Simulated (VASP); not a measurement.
The system is CuI.

```
CELL_PARAMETERS angstrom
0.00000 3.03150 3.03150
3.03150 0.00000 3.03150
3.03150 3.03150 0.00000
ATOMIC_POSITIONS crystal
Cu 0.75000 0.75000 0.75000
I 0.00000 0.00000 0.00000
```

Base run:

| Item | Value |
| --- | --- |
| Program | VASP 6.6.1 |
| Functional | PBEsol |
| Dispersion | D4 |
| Potentials or basis | VASP PAW PBE potentials, release 64 (Cu, I) |
| Cutoff | 520 eV |
| k mesh | 9 × 9 × 9 |
| Occupations | fermi-dirac, width 0.03 eV |
| Spin | no spin polarisation |

Its results: band gap on the k mesh 1.03 eV, direct; pressure -3.6 GPa.

Task: The run is repeated on the same cell with these changes: dispersion from D4 to none. What comes out?

Result: Band gap on the k mesh 1.03 eV, direct; pressure -2.5 GPa.

Dispersion adds attraction, which lowers the pressure at fixed volume and, as a term added to the energy, leaves the levels alone.

Caveats: the PAW data sets were made with another functional, which shifts forces and pressure a little; spin-orbit coupling is left out, which moves the levels of the heavy elements.

